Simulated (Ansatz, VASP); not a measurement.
**TlBr: VASP beside Ansatz**

```
CELL_PARAMETERS angstrom
3.98000 0.00000 0.00000
0.00000 3.98000 0.00000
0.00000 0.00000 3.98000
ATOMIC_POSITIONS crystal
Tl 0.00000 0.00000 0.00000
Br 0.50000 0.50000 0.50000
```

Alike in both runs: task single point; functional LDA; k mesh 6 × 6 × 6; no spin polarisation.

|  | VASP | Ansatz |
| --- | --- | --- |
| version | VASP 6.6.1 | Ansatz 0.2.0 |
| potentials or method | VASP PAW LDA potentials, release 64 (Tl_d, Br), cutoff 500 eV | all-electron LAPW, scalar-relativistic |
| occupations | gaussian, width 0.01 eV | fixed |

```csv
,VASP,Ansatz,Ansatz less VASP
gap on the k mesh at the Fermi level (eV),1.65,1.67,+0.019
pressure (GPa),-2.7,-2.7,-0.01
```

LDA's correlation is that of Perdew and Zunger in VASP and of Perdew and Wang (1992) in Ansatz. Ansatz ran all-electron here, and VASP with PAW potentials.

Neither program's run includes spin-orbit coupling.
